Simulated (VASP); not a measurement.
# HfO2 (Fm-3m) in VASP: notebook

HfO2 is run at these levels: LDA; tasks: single point, relaxation of cell and atoms.

Everything below comes from runs of VASP 6.6.1. Logs are shortened: lines on timing, memory, paths and dates and some standing lists are left out, and cuts for length are marked.

## 1. The cell of the first run

The structure is cubic, space group Fm-3m (No. 225). Conventional cell: a = 4.783 Å, b = 4.783 Å, c = 4.783 Å, α = 90.00°, β = 90.00°, γ = 90.00°. Within 2.7 Å of Hf (site symmetry m-3m) lie 8 O at 2.07 Å. O (site symmetry -43m) has 4 Hf at 2.07 Å and 6 O at 2.39 Å within 2.7 Å.

## 2. Single point, LDA

The input, INCAR:

```
PREC     = Accurate       # precision mode
ENCUT    = 520            # plane-wave cutoff, eV
EDIFF    = 1E-6           # SCF threshold, eV
ISMEAR   = 0              # smearing method
SIGMA    = 0.01           # smearing width, eV
LREAL    = False          # projectors in reciprocal space
LASPH    = True           # aspherical terms in the spheres
NELM     = 100            # most SCF steps
ALGO     = Normal         # electronic algorithm
ISIF     = 2              # what is computed and relaxed
LWAVE    = False          # write WAVECAR
LCHARG   = True           # write CHGCAR
GGA      = CA             # functional
LELF     = True           # ELF
LVHAR    = True         
NBANDS   = 18             # bands
```

The input, KPOINTS:

```
regular mesh
0
Gamma
  8 8 8
```

The input, POSCAR:

```
HfO2
1.0
    0.0000000000      2.3914379143      2.3914379143
    2.3914379143      0.0000000000      2.3914379143
    2.3914379143      2.3914379143      0.0000000000
Hf O
1 2
Direct
    0.0000000000      0.0000000000      0.0000000000
    0.2500000000      0.2500000000      0.2500000000
    0.7500000000      0.7500000000      0.7500000000
```

Potentials or basis: VASP PAW LDA potentials, release 64 (Hf_pv, O).

Command:

```
> cat potpaw_LDA.64/Hf_pv/POTCAR potpaw_LDA.64/O/POTCAR > POTCAR
> mpirun -np 1 vasp_std > vasp.out
```

OUTCAR:

```text
PREC = Accurate
   ENCUT = 520
   EDIFF = 1E-6
   ISMEAR = 0
   LREAL = False
   LASPH = True
   NELM = 100
   ISIF = 2
   GGA = CA

 ion  position               nearest neighbor table
   1  0.000  0.000  0.000-   3 2.07   3 2.07   3 2.07   2 2.07   3 2.07   2 2.07   2 2.07   2 2.07

   2  0.250  0.250  0.250-   1 2.07   1 2.07   1 2.07   1 2.07
   3  0.750  0.750  0.750-   1 2.07   1 2.07   1 2.07   1 2.07

  LATTYP: Found a face centered cubic cell.
 ALAT       =     4.7828758286

  Lattice vectors:

 A1 = (   0.0000000000,   2.3914379143,   2.3914379143)
 A2 = (   2.3914379143,   0.0000000000,   2.3914379143)
 A3 = (   2.3914379143,   2.3914379143,   0.0000000000)

Analysis of symmetry for initial positions (statically):
=====================================================================
 Subroutine PRICEL returns:
 Original cell was already a primitive cell.

 Routine SETGRP: Setting up the symmetry group for a
 face centered cubic supercell.

 Subroutine GETGRP returns: Found 48 space group operations
 (whereof 48 operations were pure point group operations)
 out of a pool of 48 trial point group operations.

The static configuration has the point symmetry O_h .

Analysis of symmetry for dynamics (positions and initial velocities):
=====================================================================
 Subroutine PRICEL returns:
 Original cell was already a primitive cell.

 Routine SETGRP: Setting up the symmetry group for a
 face centered cubic supercell.

 Subroutine GETGRP returns: Found 48 space group operations
 (whereof 48 operations were pure point group operations)
 out of a pool of 48 trial point group operations.

The dynamic configuration has the point symmetry O_h .

 Subroutine INISYM returns: Found 48 space group operations
 (whereof 48 operations are pure point group operations),
 and found     1 'primitive' translations

----------------------------------------------------------------------------------------

                                     Primitive cell

  volume of cell :      27.3531

  direct lattice vectors                    reciprocal lattice vectors
     0.000000000  2.391437914  2.391437914    -0.209079231  0.209079231  0.209079231
     2.391437914  0.000000000  2.391437914     0.209079231 -0.209079231  0.209079231
     2.391437914  2.391437914  0.000000000     0.209079231  0.209079231 -0.209079231

  length of vectors
     3.382003932  3.382003932  3.382003932     0.362135851  0.362135851  0.362135851

  position of ions in fractional coordinates (direct lattice)
     0.000000000  0.000000000  0.000000000
     0.250000000  0.250000000  0.250000000
     0.750000000  0.750000000  0.750000000

  ion indices of the primitive-cell ions
   primitive index   ion index
                 1           1
                 2           2
                 3           3

----------------------------------------------------------------------------------------

 KPOINTS: regular mesh

Automatic generation of k-mesh.
 Grid dimensions read from file:
 generate k-points for:    8    8    8

 Generating k-lattice:

  Cartesian coordinates                     Fractional coordinates (reciprocal lattice)
    -0.026134904  0.026134904  0.026134904     0.125000000  0.000000000  0.000000000
     0.026134904 -0.026134904  0.026134904     0.000000000  0.125000000  0.000000000
     0.026134904  0.026134904 -0.026134904     0.000000000  0.000000000  0.125000000

  Length of vectors
     0.045266981  0.045266981  0.045266981

  Shift w.r.t. Gamma in fractional coordinates (k-lattice)
     0.000000000  0.000000000  0.000000000

 Subroutine IBZKPT returns following result:
 ===========================================

 Found     29 irreducible k-points:

 Following reciprocal coordinates:
            Coordinates               Weight
  0.000000  0.000000  0.000000      1.000000
  0.125000  0.000000  0.000000      8.000000
  0.250000  0.000000  0.000000      8.000000
  0.375000  0.000000  0.000000      8.000000
  0.500000  0.000000  0.000000      4.000000
  0.125000  0.125000  0.000000      6.000000
[... 16 lines left out ...]
  0.500000  0.250000  0.125000     48.000000
 -0.375000  0.250000  0.125000     24.000000
 [... further k-points ...]
   k-points           NKPTS =     29   k-points in BZ     NKDIM =     29   number of bands    NBANDS=     18
   number of dos      NEDOS =    301   number of ions     NIONS =      3
   total plane-waves  NPLWV =  21952
   dimension x,y,z NGX =    28 NGY =   28 NGZ =   28
   dimension x,y,z NGXF=    56 NGYF=   56 NGZF=   56
   ions per type =               1   2
   NGX,Y,Z   is equivalent  to a cutoff of  13.76, 13.76, 13.76 a.u.
   NGXF,Y,Z  is equivalent  to a cutoff of  27.53, 27.53, 27.53 a.u.
 SYSTEM =  unknown system
   PREC   = accura    normal or accurate (medium, high low for compatibility)
   ISTART =      0    job   : 0-new  1-cont  2-samecut
   ICHARG =      2    charge: 1-file 2-atom 10-const
   ISPIN  =      1    spin polarized calculation?
   LNONCOLLINEAR =      F non collinear calculations
   LSORBIT =      F    spin-orbit coupling
   LASPH  =      T    aspherical Exc in radial PAW
   ENCUT  =  520.0 eV  38.22 Ry    6.18 a.u.   6.29  6.29  6.29*2*pi/ulx,y,z
   NELM   =    100;   NELMIN=  2; NELMDL= -5     # of ELM steps
   EDIFF  = 0.1E-05   stopping-criterion for ELM
   LREAL  =      F    real-space projection
   EDIFFG = 0.1E-04   stopping-criterion for IOM
   NSW    =      0    number of steps for IOM
   IBRION =     -1    ionic relax: 0-MD 1-quasi-New 2-CG
   NFREE  =      0    steps in history (QN), initial steepest desc. (CG)
   ISIF   =      2    stress and relaxation
   ISYM   =      2    0-nonsym 1-usesym 2-fastsym
   POTIM  = 0.5000    time-step for ionic-motion
   TEBEG  =    0.0;   TEEND  =   0.0 temperature during run
   PSTRESS=    0.0 pullay stress
   NELECT =      22.0000    total number of electrons
   NUPDOWN=      -1.0000    fix difference up-down
   EMIN   =  10.00;   EMAX   =-10.00  energy-range for DOS
   EFERMI =   0.00;   METHOD = LEGACY
   ISMEAR =     0;   SIGMA  =   0.01  broadening in eV -4-tet -1-fermi 0-gaus
   EFERMI_NEDOS =   21; number of points for ismear=-14 and -15
   IALGO  =     38    algorithm
   IMIX   =      4    mixing-type and parameters
     AMIX     =   0.40;   BMIX     =  1.00
     AMIX_MAG =   1.60;   BMIX_MAG =  1.00
  volume/ion in A,a.u.               =       9.12        61.53
  Fermi-wavevector in a.u.,A,eV,Ry     =   1.522463  2.877037 31.536838  2.317892
  Thomas-Fermi vector in A             =   2.631038
   LORBIT       =      0    0 simple, 1 ext, 2 COOP (PROOUT), +10 PAW based schemes
   GGA     = CA    functional components
   LHFCALC =     F    Hartree Fock is set to
   AEXX    =    0.0000 exact exchange contribution
   IVDW    =     0    specifies the selected vdW correction
   LEPSILON=     F    determine dielectric tensor
   LRPA    =     F    only Hartree local field effects (RPA)
 non-spin polarized calculation
 Gauss-broadening in eV      SIGMA  =   0.01
  energy-cutoff  :      520.00
  volume of cell :       27.35
 maximum number of plane-waves:       754
 NGX is ok and might be reduce to    28
   NGX = 13   NGY = 13   NGZ = 13

 number of electron      21.9999992 magnetization

 Free energy of the ion-electron system (eV)
  ---------------------------------------------------
  ext. energy  EPLUGINS =         0.00000000
  ---------------------------------------------------
  free energy    TOTEN  =       -32.60548267 eV

  energy without entropy =      -32.60548267  energy(sigma->0) =      -32.60548267

 E-fermi :   5.8342     XC(G=0): -13.2513

 val. band max:        5.7040461376   @ k =   0.5000   0.5000   0.0000
 cond. band min:       9.7421380584   @ k =   0.0000   0.0000   0.0000
 fundamental gap:      4.0380919208
 Fermi energy:         5.8341903769

 k-point     1 :       0.0000    0.0000    0.0000
  band No.  band energies     occupation
      1     -23.0586      2.00000
      2     -23.0586      2.00000
      3     -23.0586      2.00000
      4     -13.9426      2.00000
      5      -9.8237      2.00000
      6      -0.8905      2.00000
[... 10 lines left out ...]
     17      18.4438      0.00000
     18      19.3329      0.00000

 k-point     2 :       0.1250    0.0000    0.0000
  band No.  band energies     occupation
      1     -23.2226      2.00000
      2     -23.0749      2.00000
      3     -23.0749      2.00000
      4     -13.6043      2.00000
      5     -10.1001      2.00000
      6      -0.7005      2.00000
[... 10 lines left out ...]
     17      18.0310      0.00000
     18      19.3300      0.00000

 k-point     3 :       0.2500    0.0000    0.0000
  band No.  band energies     occupation
      1     -23.5843      2.00000
      2     -23.1137      2.00000
      3     -23.1137      2.00000
      4     -12.8752      2.00000
      5     -10.5520      2.00000
      6      -0.2446      2.00000
[... 10 lines left out ...]
     17      17.3628      0.00000
     18      19.3174      0.00000

 k-point     4 :       0.3750    0.0000    0.0000
  band No.  band energies     occupation
      1     -23.9082      2.00000
      2     -23.1521      2.00000
      3     -23.1521      2.00000
      4     -12.4554      2.00000
      5     -10.5397      2.00000
      6       0.1728      2.00000
[... 375 lines left out ...]
      4     -12.1805      2.00000
      5     -10.9573      2.00000
      6      -0.1214      2.00000
[... 10 lines left out ...]
     17      17.2946      0.00000
     18      19.3220      0.00000

 k-point    23 :       0.5000    0.2500    0.1250
  band No.  band energies     occupation
      1     -23.8453      2.00000
      2     -23.4073      2.00000
      3     -23.2088      2.00000
      4     -11.7558      2.00000
      5     -10.9501      2.00000
      6      -0.1202      2.00000
[... 10 lines left out ...]
     17      17.8589      0.00000
     18      19.3179      0.00000

 k-point    24 :      -0.3750    0.2500    0.1250
  band No.  band energies     occupation
      1     -23.9041      2.00000
      2     -23.4590      2.00000
      3     -23.2307      2.00000
      4     -11.7655      2.00000
      5     -10.7254      2.00000
      6      -0.1070      2.00000
[... 10 lines left out ...]
     17      17.6967      0.00000
     18      19.3167      0.00000

 [... further k-points ...]

------------------------ aborting loop because EDIFF is reached ----------------------------------------

  FORCE on cell =-STRESS in cart. coord.  units (eV):
  Direction    XX          YY          ZZ          XY          YZ          ZX
  --------------------------------------------------------------------------------------
  -------------------------------------------------------------------------------------
  Total        7.8507212      7.8507212      7.8507212     -0.0000000      0.0000000     -0.0000000
  in kB      459.8464226    459.8464226    459.8464226     -0.0000000      0.0000000     -0.0000000
  external PRESSURE =     459.8464226 kB  Pullay stress =       0.0000000 kB

 VOLUME and BASIS-vectors are now :
 -----------------------------------------------------------------------------
  energy-cutoff  :      520.00
  volume of cell :       27.35
      direct lattice vectors                 reciprocal lattice vectors
     0.000000000  2.391437914  2.391437914    -0.209079231  0.209079231  0.209079231
     2.391437914  0.000000000  2.391437914     0.209079231 -0.209079231  0.209079231
     2.391437914  2.391437914  0.000000000     0.209079231  0.209079231 -0.209079231

 POSITION                                       TOTAL-FORCE (eV/Angst)
 -----------------------------------------------------------------------------------
      0.00000      0.00000      0.00000         0.000000      0.000000     -0.000000
      1.19572      1.19572      1.19572        -0.000000     -0.000000     -0.000000
      3.58716      3.58716      3.58716         0.000000      0.000000      0.000000
 -----------------------------------------------------------------------------------
    total drift:                                0.000000      0.000000      0.000000

  FREE ENERGIE OF THE ION-ELECTRON SYSTEM (eV)
  ---------------------------------------------------
  free  energy   TOTEN  =       -32.6054826719 eV

  energy  without entropy=      -32.6054826719  energy(sigma->0) =      -32.60548267
```

Run time: 15 s. Hardware: 1 thread of Intel Xeon 8259CL, shared host; peak memory 0.15 GiB.

Results:

- Free energy: -32.6055 eV
- Pressure: 46.0 GPa
- Band gap on the k mesh: 4.04 eV (least direct gap 4.05 eV)

Caveat: the cell stands under pressure; spin-orbit coupling is left out, which moves the levels of the heavy elements.

## 3. Relaxation of cell and atoms, LDA, target pressure 50 GPa, at which the enthalpy is minimised

This run uses another cell than the first one, of 10.42 Å³/atom.

The input, INCAR:

```
SYSTEM = HfO2
ALGO     = Normal         ! electronic algorithm
EDIFF    = 1E-6           ! SCF threshold, eV
EDIFFG   = -0.001         ! ionic threshold
ENCUT    = 600            ! plane-wave cutoff, eV
IBRION   = 2              ! ionic algorithm
ISIF     = 3              ! what is computed and relaxed
ISMEAR   = 0              ! smearing method
LASPH    = .TRUE.         ! aspherical terms in the spheres
LCHARG   = .FALSE.        ! write CHGCAR
LREAL    = .FALSE.        ! projectors in reciprocal space
LWAVE    = .FALSE.        ! write WAVECAR
NELM     = 100            ! most SCF steps
NSW      = 80             ! ionic steps
PREC     = Accurate       ! precision mode
PSTRESS  = 500.0        
SIGMA    = 0.01           ! smearing width, eV
```

The input, KPOINTS:

```
k-points
0
G
  8 8 8
  0 0 0
```

The input, POSCAR:

```
HfO2
1.0
    0.0000000000      2.5004917822      2.5004917822
    2.5004917822      0.0000000000      2.5004917822
    2.5004917822      2.5004917822      0.0000000000
Hf O
1 2
Direct
    0.0000000000      0.0000000000      0.0000000000
    0.2500000000      0.2500000000      0.2500000000
    0.7500000000      0.7500000000      0.7500000000
```

Potentials or basis: VASP PAW LDA potentials, release 64 (Hf_pv, O).

Command:

```
> cat potpaw_LDA.64/Hf_pv/POTCAR potpaw_LDA.64/O/POTCAR > POTCAR
> mpirun -np 1 vasp_std > vasp.out
```

It took 2 min on 1 thread of Intel Xeon 8259CL, shared host; peak memory 0.17 GiB.

The run converged. Its results:

| Item | Value |
| --- | --- |
| Free energy | -32.5523 eV |
| Relaxed volume | 9.03 Å³/atom |
| Relaxed cell | a = 3.371 Å, b = 3.371 Å, c = 3.371 Å, α = 60.00°, β = 60.00°, γ = 60.00° |
| Space group after relaxing (to 0.1 Å) | Fm-3m (No. 225) |
| Energy change on relaxing (the run minimises the enthalpy) | +173.9 meV/atom |
| Ionic steps | 16 |
| Pressure after relaxing | 50.0 GPa |
| Band gap on the k mesh | 4.06 eV (least direct gap 4.08 eV) |

Step by step:
| step | energy change (eV) | largest force (eV/Å) | pressure (GPa) | volume (Å³) |
| --- | --- | --- | --- | --- |
| 1 | 0.0000 | 0.0000 | -3.50 | 31.27 |
| 2 | 12.1930 | 0.0000 | 483.58 | 18.02 |
| 3 | 0.3464 | 0.0000 | 39.19 | 27.73 |
| 4 | 0.4553 | 0.0000 | 46.07 | 27.32 |
| 5 | 0.5225 | 0.0000 | 50.03 | 27.10 |
| 6 | 0.4980 | 0.0000 | 48.58 | 27.18 |
| 7 | 0.4998 | 0.0000 | 48.68 | 27.17 |
| 8 | 0.5055 | 0.0000 | 49.06 | 27.15 |
| 9 | 0.5057 | 0.0000 | 49.05 | 27.15 |
| 10 | 0.5060 | 0.0000 | 49.06 | 27.15 |
| 11 | 0.5066 | 0.0000 | 49.08 | 27.15 |
| 12 | 0.5079 | 0.0000 | 49.16 | 27.14 |
| 13 | 0.5105 | 0.0000 | 49.34 | 27.13 |
| 14 | 0.5156 | 0.0000 | 49.64 | 27.12 |
| 15 | 0.5261 | 0.0000 | 50.25 | 27.08 |
| 16 | 0.5218 | 0.0000 | 49.99 | 27.10 |

Final structure:
```
Hf O
1.0
     0.00000    2.38399    2.38399
     2.38399    0.00000    2.38399
     2.38399    2.38399    0.00000
Hf O
1 2
Cartesian
  0.0000 0.0000 0.0000
  1.1920 1.1920 1.1920
  3.5760 3.5760 3.5760
```

Levels at points of the mesh, in eV from the valence-band top:
```csv
k point,band 9,band 10,band 11,band 12,band 13,band 14
"(0.00, 0.00, 0.00)",-0.71,-0.71,-0.71,4.06,4.06,7.18
"(0.50, 0.00, 0.00)",-3.16,-2.02,-2.02,5.08,5.08,8.84
"(0.50, 0.50, 0.00)",-1.90,-1.90,0.00,4.08,6.32,8.46
```

Caveat: the cell is relaxed towards a set pressure, so the run minimises the enthalpy, not the energy; spin-orbit coupling is left out, which moves the levels of the heavy elements.
